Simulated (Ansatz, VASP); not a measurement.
## One calculation of MgO, two programs

```
CELL_PARAMETERS angstrom
4.21494 0.00000 0.00000
0.00000 -4.21494 0.00000
0.00000 0.00000 -4.21494
ATOMIC_POSITIONS crystal
Mg 0.92887 0.07113 0.10059
Mg 0.50000 0.50000 0.00000
Mg 0.50000 0.00000 0.50000
Mg 0.00000 0.50000 0.50000
O 0.50000 0.00000 0.00000
O 0.00000 0.50000 0.00000
O 0.00000 0.00000 0.50000
O 0.50000 0.50000 0.50000
```

Alike in both runs: task single point; functional PBEsol; k mesh 6 × 6 × 6; occupations gaussian, width 0.05 eV; no spin polarisation.

|  | VASP | Ansatz |
| --- | --- | --- |
| version | VASP 6.6.1 | Ansatz 0.2.0 |
| potentials or method | VASP PAW PBE potentials, release 64 (Mg, O), cutoff 520 eV | scalar-relativistic, plane waves, PAW |
| valence electrons in the cell | 32 | 64 |

|  | VASP | Ansatz | Ansatz less VASP |
| --- | --- | --- | --- |
| gap on the k mesh at the Fermi level (eV) | 4.50 | 4.50 | +0.002 |
| least direct gap on the mesh (eV) | 4.50 | 4.50 | +0.002 |
| pressure (GPa) | 9.6 | 9.7 | +0.16 |
| traceless stress, the component that is largest in VASP (GPa) | 5.56 | 5.34 | -0.225 |
| rms of the force components (eV/Å) | 1.655 | 1.611 | -0.0435 |

VASP's potentials were made for PBE, not for PBEsol, and Ansatz warns of the same on its side. Atom by atom the forces differ by 0.045 eV/Å (rms over components). VASP's potentials hold 32 valence electrons a cell and Ansatz's 64, so a difference there can come from the potentials and not from the codes.
